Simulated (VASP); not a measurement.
# Cr (P6/mmm) in VASP: single point with RPBE

Aim: the single point of Cr with RPBE.

Everything below comes from runs of VASP 6.6.1. Logs are shortened: lines on timing, memory, paths and dates and some standing lists are left out, and cuts for length are marked.

## Step 1: The cell of the first run

It takes space group P6/mmm (No. 191, hexagonal). Conventional cell: a = 4.084 Å, b = 4.084 Å, c = 2.213 Å, α = 90.00°, β = 90.00°, γ = 120.00°. Cr (site symmetry 6/mmm) has 14 Cr at 2.21 to 2.60 Å within 2.9 Å. Cr (site symmetry -6m2) has 11 Cr at 2.21 to 2.60 Å within 2.9 Å.

This isn't the form of Cr at room conditions, which is bcc.

## Step 2: Single point, RPBE (10.66 Å³/atom)

File INCAR:

```
SYSTEM = Cr
PREC = Accurate
ENCUT = 600
EDIFF = 1E-6
ISMEAR = -1
SIGMA = 0.1
LREAL = .False.
LASPH = .True.
NELM = 120
ALGO = Normal
ISIF = 2
LWAVE = .False.
LCHARG = .True.
GGA = RP
LELF = .True.
LVHAR = .True.
NBANDS = 28
GGA_COMPAT = .False.
```

File KPOINTS:

```
Automatic mesh
0
Gamma
  10 10 15
  0 0 0
```

File POSCAR:

```
Cr
1.0
    4.0842901080      0.0000000000      0.0000000000
   -2.0421450540      3.5370989900      0.0000000000
    0.0000000000      0.0000000000      2.2130365160
Cr
3
Direct
    1.0000000000      0.0000000000      0.0000000000
    0.3333333333      0.6666666667      0.5000000000
    0.6666666667      0.3333333333      0.5000000000
```

Potentials or basis: VASP PAW PBE potentials, release 64 (Cr_sv).

The run is started by

```bash
cat potpaw_PBE.64/Cr_sv/POTCAR > POTCAR
mpirun -np 1 vasp_std > vasp.out
```

OUTCAR:

```text
SYSTEM = Cr
   PREC = Accurate
   ENCUT = 600
   EDIFF = 1E-6
   ISMEAR = -1
   LREAL = .False.
   LASPH = .True.
   NELM = 120
   ISIF = 2
   GGA = RP

 ion  position               nearest neighbor table
   1  0.000  0.000  0.000-   2 2.60   3 2.60   2 2.60   3 2.60   3 2.60   3 2.60   2 2.60   2 2.60
                             3 2.60   3 2.60   2 2.60   2 2.60
   2  0.333  0.667  0.500-   3 2.36   3 2.36   3 2.36   1 2.60   1 2.60   1 2.60   1 2.60   1 2.60
                             1 2.60
   3  0.667  0.333  0.500-   2 2.36   2 2.36   2 2.36   1 2.60   1 2.60   1 2.60   1 2.60   1 2.60
                             1 2.60

  LATTYP: Found a hexagonal cell.
 ALAT       =     4.0842901080
 C/A-ratio  =     0.5418411664

  Lattice vectors:

 A1 = (   4.0842901080,   0.0000000000,   0.0000000000)
 A2 = (  -2.0421450540,   3.5370989900,   0.0000000000)
 A3 = (   0.0000000000,   0.0000000000,   2.2130365160)

Analysis of symmetry for initial positions (statically):
=====================================================================
 Subroutine PRICEL returns:
 Original cell was already a primitive cell.

 Routine SETGRP: Setting up the symmetry group for a
 hexagonal supercell.

 Subroutine GETGRP returns: Found 24 space group operations
 (whereof 24 operations were pure point group operations)
 out of a pool of 24 trial point group operations.

The static configuration has the point symmetry D_6h.

Analysis of symmetry for dynamics (positions and initial velocities):
=====================================================================
 Subroutine PRICEL returns:
 Original cell was already a primitive cell.

 Routine SETGRP: Setting up the symmetry group for a
 hexagonal supercell.

 Subroutine GETGRP returns: Found 24 space group operations
 (whereof 24 operations were pure point group operations)
 out of a pool of 24 trial point group operations.

The dynamic configuration has the point symmetry D_6h.

 Subroutine INISYM returns: Found 24 space group operations
 (whereof 24 operations are pure point group operations),
 and found     1 'primitive' translations

----------------------------------------------------------------------------------------

                                     Primitive cell

  volume of cell :      31.9707

  direct lattice vectors                    reciprocal lattice vectors
     4.084290108  0.000000000  0.000000000     0.244840590  0.141358781  0.000000000
    -2.042145054  3.537098990  0.000000000     0.000000000  0.282717561  0.000000000
     0.000000000  0.000000000  2.213036516     0.000000000  0.000000000  0.451867826

  length of vectors
     4.084290108  4.084290108  2.213036516     0.282717561  0.282717561  0.451867826

  position of ions in fractional coordinates (direct lattice)
     0.000000000  0.000000000  0.000000000
     0.333333333  0.666666667  0.500000000
     0.666666667  0.333333333  0.500000000

  ion indices of the primitive-cell ions
   primitive index   ion index
                 1           1
                 2           2
                 3           3

----------------------------------------------------------------------------------------

 KPOINTS: Automatic mesh

Automatic generation of k-mesh.
 Grid dimensions read from file:
 generate k-points for:   10   10   15

 Generating k-lattice:

  Cartesian coordinates                     Fractional coordinates (reciprocal lattice)
     0.024484059  0.014135878  0.000000000     0.100000000  0.000000000  0.000000000
     0.000000000  0.028271756  0.000000000     0.000000000  0.100000000  0.000000000
     0.000000000  0.000000000  0.030124522     0.000000000  0.000000000  0.066666667

  Length of vectors
     0.028271756  0.028271756  0.030124522

  Shift w.r.t. Gamma in fractional coordinates (k-lattice)
     0.000000000  0.000000000  0.000000000

 Subroutine IBZKPT returns following result:
 ===========================================

 Found    112 irreducible k-points:

 Following reciprocal coordinates:
            Coordinates               Weight
  0.000000  0.000000  0.000000      1.000000
  0.100000  0.000000  0.000000      6.000000
  0.200000  0.000000  0.000000      6.000000
  0.300000 -0.000000  0.000000      6.000000
  0.400000  0.000000  0.000000      6.000000
  0.500000  0.000000  0.000000      3.000000
[... 16 lines left out ...]
  0.300000  0.100000  0.066667     24.000000
  0.400000  0.100000  0.066667     24.000000
 [... further k-points ...]
   k-points           NKPTS =    112   k-points in BZ     NKDIM =    112   number of bands    NBANDS=     28
   number of dos      NEDOS =    301   number of ions     NIONS =      3
   total plane-waves  NPLWV =  23328
   dimension x,y,z NGX =    36 NGY =   36 NGZ =   18
   dimension x,y,z NGXF=    72 NGYF=   72 NGZF=   36
   ions per type =               3
   NGX,Y,Z   is equivalent  to a cutoff of  14.65, 14.65, 13.52 a.u.
   NGXF,Y,Z  is equivalent  to a cutoff of  29.31, 29.31, 27.04 a.u.
 SYSTEM =  Cr
   PREC   = accura    normal or accurate (medium, high low for compatibility)
   ISTART =      0    job   : 0-new  1-cont  2-samecut
   ICHARG =      2    charge: 1-file 2-atom 10-const
   ISPIN  =      1    spin polarized calculation?
   LNONCOLLINEAR =      F non collinear calculations
   LSORBIT =      F    spin-orbit coupling
   LASPH  =      T    aspherical Exc in radial PAW
   ENCUT  =  600.0 eV  44.10 Ry    6.64 a.u.   8.16  8.16  4.42*2*pi/ulx,y,z
   NELM   =    120;   NELMIN=  2; NELMDL= -5     # of ELM steps
   EDIFF  = 0.1E-05   stopping-criterion for ELM
   LREAL  =      F    real-space projection
   EDIFFG = 0.1E-04   stopping-criterion for IOM
   NSW    =      0    number of steps for IOM
   IBRION =     -1    ionic relax: 0-MD 1-quasi-New 2-CG
   NFREE  =      0    steps in history (QN), initial steepest desc. (CG)
   ISIF   =      2    stress and relaxation
   ISYM   =      2    0-nonsym 1-usesym 2-fastsym
   POTIM  = 0.5000    time-step for ionic-motion
   TEBEG  =    0.0;   TEEND  =   0.0 temperature during run
   PSTRESS=    0.0 pullay stress
   NELECT =      42.0000    total number of electrons
   NUPDOWN=      -1.0000    fix difference up-down
   EMIN   =  10.00;   EMAX   =-10.00  energy-range for DOS
   EFERMI =   0.00;   METHOD = LEGACY
   ISMEAR =    -1;   SIGMA  =   0.10  broadening in eV -4-tet -1-fermi 0-gaus
   EFERMI_NEDOS =   21; number of points for ismear=-14 and -15
   IALGO  =     38    algorithm
   IMIX   =      4    mixing-type and parameters
     AMIX     =   0.40;   BMIX     =  1.00
     AMIX_MAG =   1.60;   BMIX_MAG =  1.00
  volume/ion in A,a.u.               =      10.66        71.92
  Fermi-wavevector in a.u.,A,eV,Ry     =   1.792973  3.388228 43.739369  3.214753
  Thomas-Fermi vector in A             =   2.855228
   LORBIT       =      0    0 simple, 1 ext, 2 COOP (PROOUT), +10 PAW based schemes
   GGA     = RP    functional components
   LHFCALC =     F    Hartree Fock is set to
   AEXX    =    0.0000 exact exchange contribution
   IVDW    =     0    specifies the selected vdW correction
   LEPSILON=     F    determine dielectric tensor
   LRPA    =     F    only Hartree local field effects (RPA)
 non-spin polarized calculation
  energy-cutoff  :      600.00
  volume of cell :       31.97
 maximum number of plane-waves:      1080
 NGX is ok and might be reduce to    36
   NGX = 17   NGY = 17   NGZ =  9

 number of electron      41.9999984 magnetization

 Free energy of the ion-electron system (eV)
  ---------------------------------------------------
  ext. energy  EPLUGINS =         0.00000000
  ---------------------------------------------------
  free energy    TOTEN  =       -25.83911320 eV

  energy without entropy =      -25.69663425  energy(sigma->0) =      -25.76787372

 E-fermi :  15.4732     XC(G=0): -14.0778

 val. band max:       15.4726988372   @ k =   0.3000   0.2000   0.3333
 cond. band min:      15.4758208697   @ k =   0.3000   0.3000   0.2667
 fundamental gap:      0.0031220325
 Fermi energy:        15.4732223572

 k-point     1 :       0.0000    0.0000    0.0000
  band No.  band energies     occupation
      1     -56.4635      2.00000
      2     -56.2586      2.00000
      3     -56.1335      2.00000
      4     -27.7963      2.00000
      5     -27.7963      2.00000
      6     -27.7211      2.00000
[... 20 lines left out ...]
     27      18.5281      0.00000
     28      18.5281      0.00000

 k-point     2 :       0.1000    0.0000    0.0000
  band No.  band energies     occupation
      1     -56.4568      2.00000
      2     -56.2605      2.00000
      3     -56.1385      2.00000
      4     -27.8683      2.00000
      5     -27.8514      2.00000
      6     -27.6429      2.00000
[... 20 lines left out ...]
     27      18.4410      0.00000
     28      18.5130      0.00000

 k-point     3 :       0.2000    0.0000    0.0000
  band No.  band energies     occupation
      1     -56.4380      2.00000
      2     -56.2658      2.00000
      3     -56.1526      2.00000
      4     -27.9549      2.00000
      5     -27.8845      2.00000
      6     -27.5381      2.00000
[... 20 lines left out ...]
     27      18.2025      0.00000
     28      18.4673      0.00000

 k-point     4 :       0.3000   -0.0000    0.0000
  band No.  band energies     occupation
      1     -56.4112      2.00000
      2     -56.2730      2.00000
      3     -56.1729      2.00000
      4     -28.0231      2.00000
      5     -27.8593      2.00000
      6     -27.4423      2.00000
[... 20 lines left out ...]
     27      17.8856      0.00000
     28      18.3895      0.00000

 k-point     5 :       0.4000    0.0000    0.0000
  band No.  band energies     occupation
      1     -56.3843      2.00000
      2     -56.2805      2.00000
      3     -56.1930      2.00000
      4     -28.0661      2.00000
      5     -27.7766      2.00000
      6     -27.4996      2.00000
[... 20 lines left out ...]
     27      18.0178      0.00000
     28      18.2575      0.00000

 k-point     6 :       0.5000    0.0000    0.0000
  band No.  band energies     occupation
      1     -56.3716      2.00000
      2     -56.2846      2.00000
      3     -56.2019      2.00000
      4     -28.0810      2.00000
      5     -27.6492      2.00000
      6     -27.6468      2.00000
[... 463 lines left out ...]
      5     -27.8853      2.00000
      6     -27.5483      2.00000
[... 20 lines left out ...]
     27      18.1350      0.00000
     28      18.3557      0.00000

 k-point    22 :       0.2000    0.1000    0.0667
  band No.  band energies     occupation
      1     -56.4079      2.00000
      2     -56.2594      2.00000
      3     -56.1541      2.00000
      4     -27.9635      2.00000
      5     -27.8910      2.00000
      6     -27.4664      2.00000
[... 20 lines left out ...]
     27      17.8272      0.00000
     28      18.2900      0.00000

 k-point    23 :       0.3000    0.1000    0.0667
  band No.  band energies     occupation
      1     -56.3814      2.00000
      2     -56.2649      2.00000
      3     -56.1758      2.00000
      4     -28.0125      2.00000
      5     -27.8368      2.00000
      6     -27.4612      2.00000
[... 20 lines left out ...]
     27      17.8895      0.00000
     28      18.1893      0.00000

 k-point    24 :       0.4000    0.1000    0.0667
  band No.  band energies     occupation
      1     -56.3614      2.00000
      2     -56.2685      2.00000
      3     -56.1927      2.00000
      4     -28.0388      2.00000
      5     -27.7315      2.00000
      6     -27.5911      2.00000
[... 20 lines left out ...]
     27      18.0425      0.00000
     28      18.1589      0.00000

 [... further k-points ...]

------------------------ aborting loop because EDIFF is reached ----------------------------------------

  FORCE on cell =-STRESS in cart. coord.  units (eV):
  Direction    XX          YY          ZZ          XY          YZ          ZX
  --------------------------------------------------------------------------------------
  -------------------------------------------------------------------------------------
  Total        6.4803160      6.4803160      7.0709269      0.0000000     -0.0000000     -0.0000000
  in kB      324.7539109    324.7539109    354.3517257      0.0000000     -0.0000000     -0.0000000
  external PRESSURE =     334.6198492 kB  Pullay stress =       0.0000000 kB

 VOLUME and BASIS-vectors are now :
 -----------------------------------------------------------------------------
  energy-cutoff  :      600.00
  volume of cell :       31.97
      direct lattice vectors                 reciprocal lattice vectors
     4.084290108  0.000000000  0.000000000     0.244840590  0.141358781  0.000000000
    -2.042145054  3.537098990  0.000000000     0.000000000  0.282717561  0.000000000
     0.000000000  0.000000000  2.213036516     0.000000000  0.000000000  0.451867826

 POSITION                                       TOTAL-FORCE (eV/Angst)
 -----------------------------------------------------------------------------------
      0.00000      0.00000      0.00000         0.000000      0.000000      0.000000
     -0.00000      2.35807      1.10652         0.000000      0.000000     -0.000000
      2.04215      1.17903      1.10652        -0.000000      0.000000      0.000000
 -----------------------------------------------------------------------------------
    total drift:                                0.000000      0.000000     -0.000000

  FREE ENERGIE OF THE ION-ELECTRON SYSTEM (eV)
  ---------------------------------------------------
  free  energy   TOTEN  =       -25.8391132004 eV

  energy  without entropy=      -25.6966342484  energy(sigma->0) =      -25.76787372
```

Run time: 1.9 min. Hardware: 1 thread of Intel Xeon Platinum 8259CL at 2.50GHz (Skylake/Cascade Lake), shared host; peak memory 0.22 GiB.

Results:

```
Free energy            : -25.8391 eV
Pressure               : 33.5 GPa
Band gap on the k mesh : zero (bands 21 and 22 overlap by 0.98 eV)
```

Caveat: the cell stands under pressure; the PAW data sets were made with another functional, which shifts forces and pressure a little; the run has no spin polarisation, though such a crystal can be magnetic. Spin polarisation is off, so any magnetic state and its effect on volume and gap are missing.
